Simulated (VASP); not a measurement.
# Ti5H in VASP: further runs

Runs on Ti5H. Level: PBE. Tasks: single point.

Everything below comes from runs of VASP 6.6.1. Logs are shortened: lines on timing, memory, paths and dates and some standing lists are left out, and cuts for length are marked.

## (1) The cell of the first run

The cell holds a slab with vacuum, 6 atoms: a = 2.938 Å, b = 2.938 Å, c = 24.712 Å, α = 90.00°, β = 90.00°, γ = 120.00°.

## (2) Single point, PBE

Input file INCAR:

```
ALGO = Normal ; DIPOL = 0.5 0.5 0.390
EDIFF = 1E-6 ; ENCUT = 520
GGA = PE ; IDIPOL = 3
ISIF = 2 ; ISMEAR = 0
LASPH = True ; LCHARG = False
LDIPOL = True ; LREAL = False
LWAVE = False ; NBANDS = 40
NELM = 100 ; PREC = Accurate
SIGMA = 0.1
```

Input file KPOINTS:

```
k-points
0
Gamma
  9 9 1
```

Input file POSCAR:

```
Ti5H
1.0
    2.9381632086      0.0000000000      0.0000000000
   -1.4690816043      2.5445239791      0.0000000000
    0.0000000000      0.0000000000     24.7117068140
Ti H
5 1
Direct
    0.6666666667      0.3333333333      0.1618666015
    0.3333333333      0.6666666667      0.2559609806
    0.6666666667      0.3333333333      0.3506708119
    0.3333333333      0.6666666667      0.4475655916
    0.9144138677      0.2906754008      0.5417866570
    0.6666666667      0.6666666667      0.5839451308
```

Potentials or basis: VASP PAW PBE potentials, release 64 (Ti_sv, H).

Run with:

```bash
$ cat potpaw_PBE.64/Ti_sv/POTCAR potpaw_PBE.64/H/POTCAR > POTCAR
$ mpirun -np 1 vasp_std > vasp.out
```

OUTCAR:

```text
EDIFF = 1E-6
   ENCUT = 520
   GGA = PE
   ISIF = 2
   ISMEAR = 0
   LASPH = True
   LREAL = False
   NELM = 100
   PREC = Accurate

 ion  position               nearest neighbor table
   1  0.667  0.333  0.162-   2 2.88   2 2.88   2 2.88
   2  0.333  0.667  0.256-   1 2.88   1 2.88   1 2.88   3 2.89   3 2.89   3 2.89
   3  0.667  0.333  0.351-   2 2.89   2 2.89   2 2.89
   4  0.333  0.667  0.448-   5 2.61
   5  0.914  0.291  0.542-   4 2.61
   6  0.667  0.667  0.584-

  LATTYP: Found a hexagonal cell.
 ALAT       =     2.9381632086
 C/A-ratio  =     8.4105970498

  Lattice vectors:

 A1 = (   2.9381632086,   0.0000000000,   0.0000000000)
 A2 = (  -1.4690816043,   2.5445239791,   0.0000000000)
 A3 = (   0.0000000000,   0.0000000000,  24.7117068140)

Analysis of symmetry for initial positions (statically):
=====================================================================
 Subroutine PRICEL returns:
 Original cell was already a primitive cell.

 Routine SETGRP: Setting up the symmetry group for a
 hexagonal supercell.

 Subroutine GETGRP returns: Found  1 space group operations
 (whereof  1 operations were pure point group operations)
 out of a pool of 24 trial point group operations.

The static configuration has the point symmetry C_1 .

Analysis of symmetry for dynamics (positions and initial velocities):
=====================================================================
 Subroutine PRICEL returns:
 Original cell was already a primitive cell.

 Routine SETGRP: Setting up the symmetry group for a
 hexagonal supercell.

 Subroutine GETGRP returns: Found  1 space group operations
 (whereof  1 operations were pure point group operations)
 out of a pool of 24 trial point group operations.

The dynamic configuration has the point symmetry C_1 .

 Subroutine INISYM returns: Found  1 space group operations
 (whereof  1 operations are pure point group operations),
 and found     1 'primitive' translations

----------------------------------------------------------------------------------------

                                     Primitive cell

  volume of cell :     184.7503

  direct lattice vectors                    reciprocal lattice vectors
     2.938163209  0.000000000  0.000000000     0.340348690  0.196500408  0.000000000
    -1.469081604  2.544523979  0.000000000     0.000000000  0.393000816  0.000000000
     0.000000000  0.000000000 24.711706814     0.000000000  0.000000000  0.040466650

  length of vectors
     2.938163209  2.938163209 24.711706814     0.393000816  0.393000816  0.040466650

  position of ions in fractional coordinates (direct lattice)
     0.666666667  0.333333333  0.161866602
     0.333333333  0.666666667  0.255960981
     0.666666667  0.333333333  0.350670812
     0.333333333  0.666666667  0.447565592
     0.914413868  0.290675401  0.541786657
     0.666666667  0.666666667  0.583945131

  ion indices of the primitive-cell ions
   primitive index   ion index
                 1           1
                 2           2
                 3           3
                 4           4
                 5           5
                 6           6

----------------------------------------------------------------------------------------

 KPOINTS: k-points

Automatic generation of k-mesh.
 Grid dimensions read from file:
 generate k-points for:    9    9    1

 Generating k-lattice:

  Cartesian coordinates                     Fractional coordinates (reciprocal lattice)
     0.037816521  0.021833379  0.000000000     0.111111111  0.000000000  0.000000000
     0.000000000  0.043666757  0.000000000     0.000000000  0.111111111  0.000000000
     0.000000000  0.000000000  0.040466650     0.000000000  0.000000000  1.000000000

  Length of vectors
     0.043666757  0.043666757  0.040466650

  Shift w.r.t. Gamma in fractional coordinates (k-lattice)
     0.000000000  0.000000000  0.000000000

 Subroutine IBZKPT returns following result:
 ===========================================

 Found     41 irreducible k-points:

 Following reciprocal coordinates:
            Coordinates               Weight
  0.000000  0.000000  0.000000      1.000000
  0.111111 -0.000000  0.000000      2.000000
  0.000000  0.111111  0.000000      2.000000
 -0.111111  0.111111  0.000000      2.000000
  0.222222 -0.000000  0.000000      2.000000
  0.000000  0.222222  0.000000      2.000000
[... 16 lines left out ...]
  0.333333  0.111111  0.000000      2.000000
 -0.111111  0.444444  0.000000      2.000000
 [... further k-points ...]
   k-points           NKPTS =     41   k-points in BZ     NKDIM =     41   number of bands    NBANDS=     40
   number of dos      NEDOS =    301   number of ions     NIONS =      6
   total plane-waves  NPLWV = 110592
   dimension x,y,z NGX =    24 NGY =   24 NGZ =  192
   dimension x,y,z NGXF=    48 NGYF=   48 NGZF=  384
   ions per type =               5   1
   NGX,Y,Z   is equivalent  to a cutoff of  13.58, 13.58, 12.92 a.u.
   NGXF,Y,Z  is equivalent  to a cutoff of  27.16, 27.16, 25.83 a.u.
 SYSTEM =  unknown system
   PREC   = accura    normal or accurate (medium, high low for compatibility)
   ISTART =      0    job   : 0-new  1-cont  2-samecut
   ICHARG =      2    charge: 1-file 2-atom 10-const
   ISPIN  =      1    spin polarized calculation?
   LNONCOLLINEAR =      F non collinear calculations
   LSORBIT =      F    spin-orbit coupling
   LASPH  =      T    aspherical Exc in radial PAW
   ENCUT  =  520.0 eV  38.22 Ry    6.18 a.u.   5.46  5.46 45.95*2*pi/ulx,y,z
   NELM   =    100;   NELMIN=  2; NELMDL= -5     # of ELM steps
   EDIFF  = 0.1E-05   stopping-criterion for ELM
   LREAL  =      F    real-space projection
   EDIFFG = 0.1E-04   stopping-criterion for IOM
   NSW    =      0    number of steps for IOM
   IBRION =     -1    ionic relax: 0-MD 1-quasi-New 2-CG
   NFREE  =      0    steps in history (QN), initial steepest desc. (CG)
   ISIF   =      2    stress and relaxation
   ISYM   =      2    0-nonsym 1-usesym 2-fastsym
   POTIM  = 0.5000    time-step for ionic-motion
   TEBEG  =    0.0;   TEEND  =   0.0 temperature during run
   PSTRESS=    0.0 pullay stress
   NELECT =      61.0000    total number of electrons
   NUPDOWN=      -1.0000    fix difference up-down
   EMIN   =  10.00;   EMAX   =-10.00  energy-range for DOS
   EFERMI =   0.00;   METHOD = LEGACY
   ISMEAR =     0;   SIGMA  =   0.10  broadening in eV -4-tet -1-fermi 0-gaus
   EFERMI_NEDOS =   21; number of points for ismear=-14 and -15
   IALGO  =     38    algorithm
   IMIX   =      4    mixing-type and parameters
     AMIX     =   0.40;   BMIX     =  1.00
     AMIX_MAG =   1.60;   BMIX_MAG =  1.00
  volume/ion in A,a.u.               =      30.79       207.79
  Fermi-wavevector in a.u.,A,eV,Ry     =   1.131505  2.138234 17.419579  1.280303
  Thomas-Fermi vector in A             =   2.268204
   LORBIT       =      0    0 simple, 1 ext, 2 COOP (PROOUT), +10 PAW based schemes
   GGA     = PE    functional components
   LHFCALC =     F    Hartree Fock is set to
   AEXX    =    0.0000 exact exchange contribution
   IVDW    =     0    specifies the selected vdW correction
   LEPSILON=     F    determine dielectric tensor
   LRPA    =     F    only Hartree local field effects (RPA)
 non-spin polarized calculation
 Gauss-broadening in eV      SIGMA  =   0.10
  energy-cutoff  :      520.00
  volume of cell :      184.75
 maximum number of plane-waves:      5059
 NGX is ok and might be reduce to    24
   NGX = 11   NGY = 11   NGZ = 91

 dipolmoment           0.000000      0.000000     -0.005143 electrons x Angstroem

 number of electron      60.9999995 magnetization

 dipolmoment           0.000000      0.000000      0.011304 electrons x Angstroem

 Free energy of the ion-electron system (eV)
  ---------------------------------------------------
  ext. energy  EPLUGINS =         0.00000000
  ---------------------------------------------------
  free energy    TOTEN  =       -41.56451068 eV

  energy without entropy =      -41.51023567  energy(sigma->0) =      -41.53737318

 E-fermi :   1.6494     XC(G=0):  -6.3400

 val. band max:        1.6464268902   @ k =  -0.2222  -0.4444   0.0000
 cond. band min:       1.6525894589   @ k =  -0.4444   0.2222   0.0000
 fundamental gap:      0.0061625687
 Fermi energy:         1.6493583059

 k-point     1 :       0.0000    0.0000    0.0000
  band No.  band energies     occupation
      1     -55.3144      2.00000
      2     -55.1332      2.00000
      3     -55.1197      2.00000
      4     -55.0575      2.00000
      5     -54.9164      2.00000
      6     -31.7395      2.00000
[... 32 lines left out ...]
     39       2.8090      0.00000
     40       2.9257      0.00000

 k-point     2 :       0.1111   -0.0000    0.0000
  band No.  band energies     occupation
      1     -55.3056      2.00000
      2     -55.1237      2.00000
      3     -55.1102      2.00000
      4     -55.0509      2.00000
      5     -54.9094      2.00000
      6     -31.7227      2.00000
[... 32 lines left out ...]
     39       2.8671      0.00000
     40       2.9888      0.00000

 k-point     3 :       0.0000    0.1111    0.0000
  band No.  band energies     occupation
      1     -55.3056      2.00000
      2     -55.1237      2.00000
      3     -55.1102      2.00000
      4     -55.0509      2.00000
      5     -54.9094      2.00000
      6     -31.7226      2.00000
[... 853 lines left out ...]
  band No.  band energies     occupation
      1     -55.2453      2.00000
      2     -55.0589      2.00000
      3     -55.0388      2.00000
      4     -55.0106      2.00000
      5     -54.8615      2.00000
      6     -31.6871      2.00000
[... 32 lines left out ...]
     39       3.8415      0.00000
     40       3.9443      0.00000

 k-point    24 :      -0.1111    0.4444    0.0000
  band No.  band energies     occupation
      1     -55.2453      2.00000
      2     -55.0597      2.00000
      3     -55.0388      2.00000
      4     -55.0106      2.00000
      5     -54.8602      2.00000
      6     -31.6884      2.00000
[... 32 lines left out ...]
     39       3.8745      0.00000
     40       4.0183      0.00000

 [... further k-points ...]

------------------------ aborting loop because EDIFF is reached ----------------------------------------

 vacuum level on the upper side and lower side of the slab       (xc-potential included)        -0.120        -0.434

  FORCE on cell =-STRESS in cart. coord.  units (eV):
  Direction    XX          YY          ZZ          XY          YZ          ZX
  --------------------------------------------------------------------------------------
  -------------------------------------------------------------------------------------
  Total       -2.2425655     -2.0624590     -1.8566650      0.1651785     -0.7533905     -1.3593402
  in kB      -19.4478018    -17.8858955    -16.1012254      1.4324483     -6.5334942    -11.7883636
  external PRESSURE =     -17.8116409 kB  Pullay stress =       0.0000000 kB

 VOLUME and BASIS-vectors are now :
 -----------------------------------------------------------------------------
  energy-cutoff  :      520.00
  volume of cell :      184.75
      direct lattice vectors                 reciprocal lattice vectors
     2.938163209  0.000000000  0.000000000     0.340348690  0.196500408  0.000000000
    -1.469081604  2.544523979  0.000000000     0.000000000  0.393000816  0.000000000
     0.000000000  0.000000000 24.711706814     0.000000000  0.000000000  0.040466650

 POSITION                                       TOTAL-FORCE (eV/Angst)
 -----------------------------------------------------------------------------------
      1.46908      0.84817      4.00000        -0.008297      0.002756      0.529214
     -0.00000      1.69635      6.32523         0.003833     -0.010936     -0.513139
      1.46908      0.84817      8.66567         0.043437     -0.013879      0.212796
     -0.00000      1.69635     11.06011         0.343400      0.265737     -0.235151
      2.25967      0.73963     13.38847         0.007081     -0.002183      0.010810
      0.97939      1.69635     14.43028        -0.389453     -0.241496     -0.004531
 -----------------------------------------------------------------------------------
    total drift:                               -0.000079     -0.000013     -0.000506

  FREE ENERGIE OF THE ION-ELECTRON SYSTEM (eV)
  ---------------------------------------------------
  free  energy   TOTEN  =       -41.5645106813 eV

  energy  without entropy=      -41.5102356717  energy(sigma->0) =      -41.53737318

 vacuum level on the upper side and lower side of the slab         6.090         5.774
```

Wall time 6.3 min (1 thread of Intel Xeon 6975P-C (Granite Rapids), shared host); peak memory 0.44 GiB.

What came out:

```
Free energy            : -41.5645 eV
Largest force          : 0.529 eV/Å
Band gap on the k mesh : zero (an odd number of electrons rules out a gap without spin polarisation)
```

Forces in eV/Å, atoms in the order of the input:
```
Ti  -0.008  0.003  0.529
Ti   0.004 -0.011 -0.513
Ti   0.043 -0.014  0.213
Ti   0.343  0.266 -0.235
Ti   0.007 -0.002  0.011
H   -0.389 -0.241 -0.005
```

## (3) Single point, PBE

Input file INCAR:

```
PREC = Accurate
ENCUT = 520
EDIFF = 1E-6
ISMEAR = 0
SIGMA = 0.1
LREAL = False
LASPH = True
NELM = 80
ALGO = Normal
ISIF = 2
LWAVE = False
LCHARG = True
LDIPOL = True
IDIPOL = 3
DIPOL = 0.5 0.5 0.390
GGA = PE
LELF = True
LVHAR = True
LVACPOTAV = True
NBANDS = 40
```

Input file KPOINTS:

```
regular mesh
0
Gamma
  9 9 1
```

POSCAR: that of step 2 with these lines changed.

```diff
@@ -12,3 +12,3 @@
     0.3333333333      0.6666666667      0.4475655916
-    0.9144138677      0.2906754008      0.5417866570
-    0.6666666667      0.6666666667      0.5839451308
+    0.3763052595      0.0856762448      0.5418044024
+    1.0000000000      0.3333333333      0.5839628542
```

Potentials or basis: VASP PAW PBE potentials, release 64 (Ti_sv, H).

Run with:

```bash
$ cat potpaw_PBE.64/Ti_sv/POTCAR potpaw_PBE.64/H/POTCAR > POTCAR
$ mpirun -np 1 vasp_std > vasp.out
```

It took 6.3 min on 1 thread of Intel Xeon 6975P-C (Granite Rapids), shared host; peak memory 0.44 GiB.

Results (log left out):

```
Free energy            : -41.5645 eV
Largest force          : 0.529 eV/Å
Band gap on the k mesh : zero (an odd number of electrons rules out a gap without spin polarisation)
```

Forces on the atoms (eV/Å):
```
Ti   0.007  0.006  0.529
Ti  -0.011  0.002 -0.513
Ti  -0.034 -0.031  0.213
Ti   0.058 -0.430 -0.234
Ti  -0.005 -0.006  0.009
H   -0.014  0.458 -0.004
```

Levels at points of the mesh, in eV from the Fermi level:
| k point | band 28 | band 29 | band 30 | band 31 | band 32 | band 33 |
| --- | --- | --- | --- | --- | --- | --- |
| (0.00, 0.00, 0.00) | 0.10 | 0.21 | 0.52 | 0.68 | 0.73 | 0.74 |

## (4) Single point, PBE

Input file INCAR:

```
SYSTEM = Ti5H
PREC = Accurate
ENCUT = 520
EDIFF = 1E-6
ISMEAR = 0
SIGMA = 0.1
LREAL = .FALSE.
LASPH = .TRUE.
NELM = 80
ALGO = Normal
ISIF = 2
LWAVE = .FALSE.
LCHARG = .FALSE.
LDIPOL = .TRUE.
IDIPOL = 3
DIPOL = 0.5 0.5 0.390
GGA = PE
NBANDS = 40
```

Input file KPOINTS:

```
regular mesh
0
G
  9 9 1
  0 0 0
```

POSCAR: that of step 3 with these lines changed.

```diff
@@ -12,3 +12,3 @@
     0.3333333333      0.6666666667      0.4475655916
-    0.3763052595      0.0856762448      0.5418044024
-    1.0000000000      0.3333333333      0.5839628542
+    0.7084243338      0.6252959040      0.5419609137
+    1.3333333333      1.0000000000      0.5839362652
```

Run with:

```bash
$ cat potpaw_PBE.64/Ti_sv/POTCAR potpaw_PBE.64/H/POTCAR > POTCAR
$ mpirun -np 1 vasp_std > vasp.out
```

Run time: 5.6 min. Hardware: 1 thread of Intel Xeon 6975P-C (Granite Rapids), shared host; peak memory 0.44 GiB.

It converged, with:

| Quantity | Value |
| --- | --- |
| Free energy | -41.5645 eV |
| Largest force | 0.530 eV/Å |
| Band gap on the k mesh | zero (an odd number of electrons rules out a gap without spin polarisation) |

Forces in eV/Å, atoms in the order of the input:
```
Ti   0.002 -0.008  0.530
Ti   0.008  0.009 -0.514
Ti  -0.009  0.044  0.218
Ti  -0.405  0.161 -0.232
Ti   0.001  0.002 -0.007
H    0.404 -0.208  0.006
```

Levels at points of the mesh, in eV from the Fermi level:
```
           k point  band 27  band 28  band 29  band 30  band 31  band 32  band 33  band 34
(0.00, 0.00, 0.00)    -0.13     0.09     0.21     0.51     0.68     0.73     0.74     0.78
```

## (5) The runs side by side

```csv
cell,gap on the mesh (eV),largest force (eV/Å)
"as given, atomic positions A",none,0.53
"as given, atomic positions B",none,0.53
"as given, atomic positions C",none,0.53
```

Alike in all rows: task single point; level PBE; potentials or basis VASP PAW PBE potentials, release 64 (Ti_sv, H); no spin polarisation; k mesh 9 × 9 × 1; cutoff (eV) 520; smearing gaussian 0.1 eV.

Total energies depend on the potentials used, so only differences within one code and one set of settings carry meaning.
